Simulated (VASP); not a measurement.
# VH (Fm-3m) in VASP: further runs

The runs below take VH through single point, relaxation of cell and atoms, with PBEsol.

All numbers are computed with VASP 6.6.1; they aren't measurements. Logs are shortened: lines on timing, memory, paths and dates and some standing lists are left out, and cuts for length are marked.

### Step 1. The cell of the first run

The structure is cubic, space group Fm-3m (No. 225). The conventional cell has a = 3.901 Å, b = 3.901 Å, c = 3.901 Å, α = 90.00°, β = 90.00°, γ = 90.00°. V (site symmetry m-3m) has 6 H at 1.95 Å within 2.6 Å. Within 2.6 Å of H (site symmetry m-3m) lie 6 V at 1.95 Å.

### Step 2. Single point, PBEsol, collinear spin, ferromagnetic start

Input file INCAR:

```
PREC = Accurate
ENCUT = 520
EDIFF = 1E-6
ISMEAR = 1
SIGMA = 0.02
LREAL = F
LASPH = T
NELM = 150
ALGO = Normal
ISIF = 2
LWAVE = F
LCHARG = F
ISPIN = 2
MAGMOM = 1.5 0
LORBIT = 11
LMAXMIX = 4
GGA = PS
NBANDS = 18
```

Input file KPOINTS:

```
Automatic mesh
0
Gamma
  11 11 11
```

Input file POSCAR:

```
VH
1.0
    2.7581529383      0.0000000000      0.0000000000
    1.3790764691      2.3886305121      0.0000000000
    1.3790764691      0.7962101707      2.2520224438
V H
1 1
Direct
    0.0000000000      0.0000000000      0.0000000000
    0.5000000000      0.5000000000      0.5000000000
```

Potentials or basis: VASP PAW PBE potentials, release 64 (V_sv, H).

Launch:

```console
cat potpaw_PBE.64/V_sv/POTCAR potpaw_PBE.64/H/POTCAR > POTCAR
mpirun -np 1 vasp_std > vasp.out
```

OUTCAR:

```text
PREC = Accurate
   ENCUT = 520
   EDIFF = 1E-6
   ISMEAR = 1
   LREAL = F
   LASPH = T
   NELM = 150
   ISIF = 2
   ISPIN = 2
   LORBIT = 11
   GGA = PS

 ion  position               nearest neighbor table
   1  0.000  0.000  0.000-
   2  0.500  0.500  0.500-

  LATTYP: Found a face centered cubic cell.
 ALAT       =     3.9006172924

  Lattice vectors:

 A1 = (   2.7581529383,   0.0000000000,   0.0000000000)
 A2 = (   1.3790764691,   2.3886305121,   0.0000000000)
 A3 = (   1.3790764691,   0.7962101707,   2.2520224438)

Analysis of symmetry for initial positions (statically):
=====================================================================
 Subroutine PRICEL returns:
 Original cell was already a primitive cell.

 Routine SETGRP: Setting up the symmetry group for a
 face centered cubic supercell.

 Subroutine GETGRP returns: Found 48 space group operations
 (whereof 48 operations were pure point group operations)
 out of a pool of 48 trial point group operations.

The static configuration has the point symmetry O_h .

Analysis of symmetry for dynamics (positions and initial velocities):
=====================================================================
 Subroutine PRICEL returns:
 Original cell was already a primitive cell.

 Routine SETGRP: Setting up the symmetry group for a
 face centered cubic supercell.

 Subroutine GETGRP returns: Found 48 space group operations
 (whereof 48 operations were pure point group operations)
 out of a pool of 48 trial point group operations.

The dynamic configuration has the point symmetry O_h .

Analysis of structural, dynamic, and magnetic symmetry:
=====================================================================
 Subroutine PRICEL returns:
 Original cell was already a primitive cell.

 Routine SETGRP: Setting up the symmetry group for a
 face centered cubic supercell.

 Subroutine GETGRP returns: Found 48 space group operations
 (whereof 48 operations were pure point group operations)
 out of a pool of 48 trial point group operations.

The overall configuration has the point symmetry O_h .

 Subroutine INISYM returns: Found 48 space group operations
 (whereof 48 operations are pure point group operations),
[... 105 lines left out ...]
   TEBEG  =    0.0;   TEEND  =   0.0 temperature during run
   PSTRESS=    0.0 pullay stress
   NELECT =      14.0000    total number of electrons
   NUPDOWN=      -1.0000    fix difference up-down
   EMIN   =  10.00;   EMAX   =-10.00  energy-range for DOS
   EFERMI =   0.00;   METHOD = LEGACY
   ISMEAR =     1;   SIGMA  =   0.02  broadening in eV -4-tet -1-fermi 0-gaus
   EFERMI_NEDOS =   21; number of points for ismear=-14 and -15
   IALGO  =     38    algorithm
   IMIX   =      4    mixing-type and parameters
     AMIX     =   0.40;   BMIX     =  1.00
     AMIX_MAG =   1.60;   BMIX_MAG =  1.00
  volume/ion in A,a.u.               =       7.42        50.06
  Fermi-wavevector in a.u.,A,eV,Ry     =   1.605724  3.034378 35.080565  2.578349
  Thomas-Fermi vector in A             =   2.702025
   LORBIT       =     11    0 simple, 1 ext, 2 COOP (PROOUT), +10 PAW based schemes
   GGA     = PS    functional components
   LHFCALC =     F    Hartree Fock is set to
   AEXX    =    0.0000 exact exchange contribution
   IVDW    =     0    specifies the selected vdW correction
   LEPSILON=     F    determine dielectric tensor
   LRPA    =     F    only Hartree local field effects (RPA)
 spin polarized calculation
 Methfessel and Paxton  Order N= 1 SIGMA  =   0.02
  energy-cutoff  :      520.00
  volume of cell :       14.84
 maximum number of plane-waves:       411
 NGX is ok and might be reduce to    24
   NGX = 11   NGY = 11   NGZ = 11

 number of electron      14.0000004 magnetization       0.1108290

 Free energy of the ion-electron system (eV)
  ---------------------------------------------------
  ext. energy  EPLUGINS =         0.00000000
  ---------------------------------------------------
  free energy    TOTEN  =       -13.38232096 eV

  energy without entropy =      -13.38231661  energy(sigma->0) =      -13.38231951

 E-fermi :  10.0687     XC(G=0): -13.2251

 val. band max:       10.0600105898   @ k =  -0.4545   0.3636  -0.0000
 cond. band min:      10.0711787533   @ k =   0.2727   0.0000   0.0000
 fundamental gap:      0.0111681636
 Fermi energy:        10.0687003082

 spin component 1

 k-point     1 :       0.0000    0.0000    0.0000
  band No.  band energies     occupation
      1     -53.8803      1.00000
      2     -27.4480      1.00000
      3     -27.4480      1.00000
      4     -27.4480      1.00000
      5      -0.6071      1.00000
      6       9.9219      1.00000
[... 493 lines left out ...]
     17      37.2305      0.00000
     18      38.5448      0.00000

 [... further k-points ...]

 spin component 2

 k-point     1 :       0.0000    0.0000    0.0000
  band No.  band energies     occupation
      1     -53.7864      1.00000
      2     -27.3542      1.00000
      3     -27.3542      1.00000
      4     -27.3542      1.00000
      5      -0.5698      1.00000
      6      10.0025      1.00002
[... 493 lines left out ...]
     17      37.2999      0.00000
     18      38.5927      0.00000

 [... further k-points ...]
[... 5 lines left out ...]
  --------------------------------------------------------------------------------------
  -------------------------------------------------------------------------------------
  Total        0.0146025      0.0146025      0.0146025     -0.0000000     -0.0000000     -0.0000000
  in kB        1.5768811      1.5768811      1.5768811     -0.0000000     -0.0000000     -0.0000000
  external PRESSURE =       1.5768811 kB  Pullay stress =       0.0000000 kB

 VOLUME and BASIS-vectors are now :
 -----------------------------------------------------------------------------
  energy-cutoff  :      520.00
  volume of cell :       14.84
      direct lattice vectors                 reciprocal lattice vectors
     2.758152938  0.000000000  0.000000000     0.362561476 -0.209324966 -0.148015103
     1.379076469  2.388630512  0.000000000     0.000000000  0.418649931 -0.148015103
     1.379076469  0.796210171  2.252022444     0.000000000  0.000000000  0.444045308

 POSITION                                       TOTAL-FORCE (eV/Angst)
 -----------------------------------------------------------------------------------
      0.00000      0.00000      0.00000        -0.000000     -0.000000      0.000000
      2.75815      1.59242      1.12601         0.000000      0.000000      0.000000
 -----------------------------------------------------------------------------------
    total drift:                               -0.000000      0.000000      0.000000

  FREE ENERGIE OF THE ION-ELECTRON SYSTEM (eV)
  ---------------------------------------------------
  free  energy   TOTEN  =       -13.3823209582 eV

  energy  without entropy=      -13.3823166090  energy(sigma->0) =      -13.38231951

 total charge

# of ion       s       p       d       tot
------------------------------------------
    1        2.278   6.251   3.163  11.692
    2        0.539   0.032   0.000   0.571
--------------------------------------------------
tot          2.818   6.283   3.163  12.264

 magnetization (x)

# of ion       s       p       d       tot
------------------------------------------
    1        0.000   0.003   0.095   0.098
    2       -0.001   0.001   0.000  -0.001
--------------------------------------------------
tot         -0.001   0.004   0.095   0.098
```

Wall time 46 s (1 thread of Oxide Virtual Turin-like, shared host); peak memory 0.13 GiB.

What came out:

| Property | Result |
| --- | --- |
| Free energy | -13.3823 eV |
| Pressure | 0.2 GPa |
| Net moment | 0.11 μB per cell |
| Site moments | V +0.10; H -0.00 μB |
| Valence electrons inside the program's atomic spheres | V 11.69; H 0.57 |

Caveat: a moment this small can come from the mesh or the smearing; the PAW data sets were made with another functional, which shifts forces and pressure a little.

### Step 3. Relaxation of cell and atoms, PBEsol, collinear spin, ferromagnetic start

This run uses another cell than the first one, of 7.57 Å³/atom.

Input file INCAR:

```
SYSTEM = VH
PREC = Accurate ; ENCUT = 600
EDIFF = 1E-6 ; ISMEAR = 1
SIGMA = 0.02 ; LREAL = .False.
LASPH = .True. ; NELM = 150
ALGO = Normal ; ISIF = 3
LWAVE = .False. ; LCHARG = .False.
ISPIN = 2 ; MAGMOM = 1.5 0
LORBIT = 11 ; LMAXMIX = 4
GGA = PS ; IBRION = 2
NSW = 80 ; EDIFFG = -0.03
```

Input file KPOINTS:

```
Automatic mesh
0
Gamma
  11 11 11
  0 0 0
```

Input file POSCAR:

```
VH
1.0
    2.7771670000      0.0000000000      0.0000000000
    1.3885835000      2.4050971726      0.0000000000
    1.3885835000      0.8016990575      2.2675473602
V H
1 1
Direct
    0.0000000000      0.0000000000      0.0000000000
    0.5000000000      0.5000000000      0.5000000000
```

Potentials or basis: VASP PAW PBE potentials, release 64 (V_sv, H).

Launch:

```console
cat potpaw_PBE.64/V_sv/POTCAR potpaw_PBE.64/H/POTCAR > POTCAR
mpirun -np 1 vasp_std > vasp.out
```

It took 86 s on 1 thread of Oxide Virtual Turin-like, shared host; peak memory 0.14 GiB.

The run converged. Its results:

| Property | Result |
| --- | --- |
| Free energy | -13.3831 eV |
| Relaxed volume | 7.43 Å³/atom |
| Relaxed cell | a = 2.759 Å, b = 2.759 Å, c = 2.759 Å, α = 60.00°, β = 60.00°, γ = 60.00° |
| Space group after relaxing (to 0.1 Å) | Fm-3m (No. 225) |
| Energy gained by relaxing | 1.8 meV/atom |
| Ionic steps | 3 |
| Pressure after relaxing | 0.0 GPa |
| Net moment | 0.11 μB per cell |
| Site moments | V +0.10; H -0.00 μB |
| Valence electrons inside the program's atomic spheres | V 11.69; H 0.57 |

The path:
```csv
step,energy change (eV),largest force (eV/Å),pressure (GPa),volume (Å³)
1,0.0000,0.0000,-4.13,15.15
2,-0.0030,0.0000,1.77,14.72
3,-0.0037,0.0000,0.02,14.85
```

Final structure:
```xyz
2
Lattice="2.7592 0.0000 0.0000 1.3796 2.3896 0.0000 1.3796 0.7965 2.2529" Properties=species:S:1:pos:R:3 pbc="T T T"
V     0.0000    0.0000    0.0000
H     2.7592    1.5930    1.1264
```

Levels at points of the mesh, in eV from the Fermi level:
Spin up:
| k point | band 5 | band 6 | band 7 | band 8 | band 9 | band 10 |
| --- | --- | --- | --- | --- | --- | --- |
| (0.00, 0.00, 0.00) | -10.67 | -0.15 | -0.15 | -0.15 | 1.37 | 1.37 |
Spin down:
| k point | band 3 | band 4 | band 5 | band 6 | band 7 | band 8 | band 9 | band 10 | band 11 | band 12 |
| --- | --- | --- | --- | --- | --- | --- | --- | --- | --- | --- |
| (0.00, 0.00, 0.00) | -37.43 | -37.43 | -10.63 | -0.07 | -0.07 | -0.07 | 1.48 | 1.48 | 12.98 | 16.59 |

Caveat: a moment this small can come from the mesh or the smearing; the PAW data sets were made with another functional, which shifts forces and pressure a little.
